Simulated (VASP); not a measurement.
Runs of VASP 6.6.1 on V. The structure is that of space group I4_1/amd (No. 141), or close to it. The cells are those of the table. 

| task | cell | k mesh for the DOS | occupations for the DOS | gap on the mesh (eV) | pressure (GPa) |
| --- | --- | --- | --- | --- | --- |
| single point | a = 2.826 Å, angles 98.1, 98.1, 135.9°, 2 atoms | - | - | none | 369.9 |
| single point | a = 2.962 Å, angles 98.2, 98.2, 135.7°, 2 atoms | - | - | none | (b) |
| single point | a = 3.434 Å, angles 97.8, 97.8, 136.8°, 2 atoms | - | - | none | 15.6 |
| single point | a = 3.090 Å, angles 98.1, 98.1, 135.9°, 2 atoms | - | - | none | 126.7 |
| single point | a = 3.211 Å, angles 98.0, 98.0, 136.1°, 2 atoms | - | - | none | 72.9 |
| single point | a = 3.326 Å, angles 97.9, 97.9, 136.5°, 2 atoms | - | - | none | (a) |
| single point | a = 3.536 Å, angles 97.7, 97.7, 137.2°, 2 atoms | - | - | none | 0.3 |

Alike in all rows: level PBE; potentials or basis VASP PAW PBE potentials, release 64 (V_sv); no spin polarisation; k mesh 17 × 17 × 17; cutoff (eV) 520; smearing fermi-dirac 0.05 eV.

Problem. Estimate the missing entries.

Solution. (a) 38.5; (b) 214.9.

A gap of «none» marks levels without a gap at the run's occupations.
